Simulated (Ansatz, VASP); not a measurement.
RbCl in VASP and in Ansatz

```xyz
2
Lattice="0.0000 3.3057 3.3057 3.3057 0.0000 3.3057 3.3057 3.3057 0.0000" Properties=species:S:1:pos:R:3 pbc="T T T"
Rb    0.0000    0.0000    0.0000
Cl    3.3057    3.3057    3.3057
```

Alike in both runs: task single point; functional PBEsol; k mesh 4 × 4 × 4; no spin polarisation.

```csv
,VASP,Ansatz
version,VASP 6.6.1,Ansatz 0.2.0
potentials or method,"VASP PAW PBE potentials, release 64 (Rb_sv, Cl)",plane waves
plane-wave cutoff (eV),500,420
occupations,"gaussian, width 0.01 eV",fixed
valence electrons in the cell,16,16
```

```csv
,VASP,Ansatz,Ansatz less VASP
gap on the k mesh at the Fermi level (eV),4.80,4.81,+0.003
pressure (GPa),-0.5,-0.5,-0.01
```

VASP's potentials were made for PBE, not for PBEsol.
